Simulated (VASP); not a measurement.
Write the native input for VASP 6.6.1 that does the following.

- Task: single point
- Functional: PBE
- Potentials or basis: VASP PAW PBE potentials, release 64 (Hf_pv)
- Cutoff: 520 eV
- k mesh: 16 × 16 × 16
- Occupations: fermi-dirac, width 0.1 eV
- Spin: no spin polarisation
- Dipole correction: no
- Further INCAR settings: ALGO = Normal; EDIFF = 1e-07; NBANDS = 11

The structure of Hf lies in POSCAR:

```
Hf
1.0
    0.0000000000      2.1169635726      2.1169635726
    2.1169635726      0.0000000000      2.1169635726
    2.1169635726      2.1169635726      0.0000000000
Hf
1
Direct
    0.0000000000      0.0000000000      0.0000000000
```

This cell differs from its parent crystal: volume scaled by 0.84.

These files were run (other wordings do the same):

INCAR

```
PREC = Accurate
ENCUT = 520
EDIFF = 1E-7
ISMEAR = -1
SIGMA = 0.1
LREAL = False
LASPH = True
NELM = 60
ALGO = Normal
ISIF = 2
LWAVE = False
LCHARG = False
GGA = PE
NBANDS = 11
```

KPOINTS

```
regular mesh
0
Gamma
  16 16 16
```

Potentials or basis: VASP PAW PBE potentials, release 64 (Hf_pv).

Run with:

```bash
$ cat potpaw_PBE.64/Hf_pv/POTCAR > POTCAR
$ mpirun -np 1 vasp_std > vasp.out
```

Results of the run:

| Quantity | Value |
| --- | --- |
| Pressure | 23.1 GPa |
| Band gap on the k mesh | zero (band 5 reaches 7.40 eV, above the bottom of band 6 at 5.48 eV) |

Caveat: spin-orbit coupling is left out, which moves the levels of the heavy elements.

It took 12 s on 1 thread of Intel(R) Xeon(R) Platinum 8559C (Emerald Rapids) (shared host), peak memory 0.16 GiB.
